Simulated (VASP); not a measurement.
Write the native input for VASP 6.6.1 that does the following.

```yaml
Task: single point
Functional: PBE
Potentials_or_basis: VASP PAW PBE potentials, release 64 (Bi_d, Te)
Cutoff: 520 eV
k_mesh: 12 × 12 × 12
Occupations: gaussian, width 0.15 eV
Spin: no spin polarisation
Dipole_correction: no
Further_INCAR_settings: ALGO = Normal; EDIFF = 1e-07; NBANDS = 18
```

The structure of BiTe lies in POSCAR:

```
BiTe
1.0
    2.3015723842      1.3288134356      3.4002242534
   -2.3015723842      1.3288134356      3.4002242534
    0.0000000000     -2.6576268711      3.4002242534
Bi Te
1 1
Direct
    0.5000000000      0.5000000000      0.5000000000
    0.0000000000      0.0000000000      0.0000000000
```

This cell differs from its parent crystal: strain -0.050 along x and y, +0.025 along z.

These files were run (other wordings do the same):

INCAR

```
SYSTEM = BiTe
PREC = Accurate
ENCUT = 520
EDIFF = 1E-7
ISMEAR = 0
SIGMA = 0.15
LREAL = .False.
LASPH = .True.
NELM = 60
ALGO = Normal
ISIF = 2
LWAVE = .False.
LCHARG = .False.
GGA = PE
NBANDS = 18
```

KPOINTS

```
regular mesh
0
Gamma
  12 12 12
  0 0 0
```

Potentials or basis: VASP PAW PBE potentials, release 64 (Bi_d, Te).

Run with:

```sh
$ cat potpaw_PBE.64/Bi_d/POTCAR potpaw_PBE.64/Te/POTCAR > POTCAR
$ mpirun -np 1 vasp_std > vasp.out
```

Results of the run:

```yaml
Pressure: 5.2 GPa
Band_gap_on_the_k_mesh: zero (an odd number of electrons rules out a gap without spin polarisation)
```

Caveat: the cell differs from its parent crystal (strain -0.050 along x and y, +0.025 along z); the cell stands under pressure; spin-orbit coupling is left out, which moves the levels of the heavy elements.

It took 63 s on 1 thread of Intel(R) Xeon(R) 6975P-C (Granite Rapids), on a shared host, peak memory 0.33 GiB.
